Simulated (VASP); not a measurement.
Set up this calculation in VASP 6.6.1, as the native input.

| Item | Value |
| --- | --- |
| Task | single point |
| Functional | PBE |
| Potentials or basis | VASP PAW PBE potentials, release 64 (Lu, Sc_sv, N) |
| Cutoff | 520 eV |
| k mesh | 6 × 6 × 6 |
| Occupations | gaussian, width 0.1 eV |
| Spin | no spin polarisation |
| Dipole correction | no |
| Further INCAR settings | ALGO = Normal; EDIFF = 1e-06; NBANDS = 40 |

The structure of LuSc2N3 lies in POSCAR:

```
LuSc2N3
1.0
    2.9513550684      1.7039656445      3.1340513310
   -2.9513550684      1.7039656445      3.1340513310
    0.0000000000     -3.4079312852      3.1340513331
Lu Sc N
1 2 3
Direct
    0.5000000000      0.5000000000      0.5000000000
    0.2059555181      0.2059555181      0.2059555181
    0.7940444819      0.7940444819      0.7940444819
    0.0000000000      0.5000000000      0.5000000000
    0.5000000000      0.5000000000      0.0000000000
    0.5000000000      0.0000000000      0.5000000000
```

One way to write it, as run:

INCAR

```
SYSTEM = LuSc2N3
PREC     = Accurate       ! precision mode
ENCUT    = 520            ! plane-wave cutoff, eV
EDIFF    = 1E-6           ! SCF threshold, eV
ISMEAR   = 0              ! smearing method
SIGMA    = 0.1            ! smearing width, eV
LREAL    = .FALSE.        ! projectors in reciprocal space
LASPH    = .TRUE.         ! aspherical terms in the spheres
NELM     = 60             ! most SCF steps
ALGO     = Normal         ! electronic algorithm
ISIF     = 2              ! what is computed and relaxed
LWAVE    = .FALSE.        ! write WAVECAR
LCHARG   = .FALSE.        ! write CHGCAR
GGA      = PE             ! functional
NBANDS   = 40             ! bands
```

KPOINTS

```
Automatic mesh
0
G
  6 6 6
  0 0 0
```

Potentials or basis: VASP PAW PBE potentials, release 64 (Lu, Sc_sv, N).

The run is started by

```sh
$ cat potpaw_PBE.64/Lu/POTCAR potpaw_PBE.64/Sc_sv/POTCAR potpaw_PBE.64/N/POTCAR > POTCAR
$ mpirun -np 1 vasp_std > vasp.out
```

It gave:

```
Pressure               : 0.8 GPa
Largest force          : 0.114 eV/Å
Band gap on the k mesh : zero (band 31 reaches 3.83 eV, above the bottom of band 32 at 3.45 eV)
```

Caveat: spin-orbit coupling is left out, which moves the levels of the heavy elements.

Run time: 88 s on 1 thread of Intel(R) Xeon(R) 6975P-C (Granite Rapids), with other jobs on the host, peak memory 0.28 GiB.
